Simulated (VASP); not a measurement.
Crystal: WS2 (Tungstenite).

```
W S
1.0
     3.15379    0.00000    0.00000
    -1.57689    2.73126    0.00000
     0.00000    0.00000   12.14329
W S
2 4
Direct
  0.33333 0.66667 0.25000
  0.66667 0.33333 0.75000
  0.33333 0.66667 0.62031
  0.66667 0.33333 0.12031
  0.33333 0.66667 0.87969
  0.66667 0.33333 0.37969
```

| Item | Value |
| --- | --- |
| Program | VASP 6.6.1 |
| Task | relaxation of cell and atoms |
| Functional | LDA |
| Potentials or basis | VASP PAW LDA potentials, release 64 (W_sv, S) |
| Cutoff | 600 eV |
| k mesh | 12 × 12 × 4 |
| Occupations | gaussian, width 0.02 eV |
| Spin | no spin polarisation |

At the start: pressure -3.8 GPa; volume 17.43 Å³/atom.

Task: How do energy, volume and symmetry change on relaxing?

Result: Over 15 steps the energy falls by 4.8 meV/atom and the volume is 17.19 Å³/atom (-1.4 %); space group P6_3/mmc (No. 194, to 0.05 Å).

Step by step:
| step | energy change (eV) | largest force (eV/Å) | pressure (GPa) | volume (Å³) |
| --- | --- | --- | --- | --- |
| 1 | 0.0000 | 0.4153 | -3.82 | 104.60 |
| 2 | 0.1368 | 1.1874 | 10.24 | 98.44 |
| 3 | -0.0275 | 0.0139 | -0.15 | 102.76 |
| 4 | -0.0275 | 0.0238 | -0.05 | 102.71 |
| 5 | -0.0284 | 0.0222 | 0.07 | 102.58 |
| 6 | -0.0284 | 0.0198 | 0.06 | 102.58 |
| 7 | -0.0285 | 0.0228 | 0.02 | 102.66 |
| 8 | -0.0287 | 0.0320 | -0.14 | 102.88 |
| 9 | -0.0286 | 0.0498 | -0.43 | 103.33 |
| 10 | -0.0288 | 0.0379 | -0.24 | 103.04 |
| 11 | -0.0288 | 0.0350 | -0.21 | 103.05 |
| 12 | -0.0288 | 0.0283 | -0.19 | 103.07 |
| 13 | -0.0289 | 0.0129 | -0.10 | 103.11 |
| 14 | -0.0289 | 0.0161 | 0.07 | 103.20 |
| 15 | -0.0290 | 0.0021 | -0.01 | 103.16 |

Final structure:
```
W S
1.0
     3.13006    0.00000    0.00000
    -1.56503    2.71071    0.00000
     0.00000    0.00000   12.15853
W S
2 4
Cartesian
  0.0000 1.8071 3.0396
  1.5650 0.9036 9.1189
  0.0000 1.8071 7.5559
  1.5650 0.9036 1.4767
  0.0000 1.8071 10.6818
  1.5650 0.9036 4.6026
```
